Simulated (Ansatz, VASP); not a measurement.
One calculation of Re, two programs

```
CELL_PARAMETERS angstrom
0.00000 2.00859 2.00859
2.00859 0.00000 2.00859
2.00859 2.00859 0.00000
ATOMIC_POSITIONS crystal
Re 0.00000 0.00000 0.00000
```

Alike in both runs: task single point; functional PBE; k mesh 10 × 10 × 10; occupations gaussian, width 0.15 eV; no spin polarisation.

|  | VASP | Ansatz |
| --- | --- | --- |
| version | VASP 6.6.1 | Ansatz 0.2.0 |
| potentials or method | VASP PAW PBE potentials, release 64 (Re), cutoff 520 eV | scalar-relativistic, plane waves, PAW |
| valence electrons in the cell | 7 | 15 |

```tsv
	VASP	Ansatz	Ansatz less VASP
gap on the k mesh at the Fermi level (eV)	none	none	-
pressure (GPa)	-24.5	-23.7	+0.80
```

A gap of «none» marks a metal or a gap that the smearing closes. VASP's potentials hold 7 valence electrons a cell and Ansatz's 15, so a difference there can come from the potentials and not from the codes.

Neither program's run includes spin-orbit coupling.
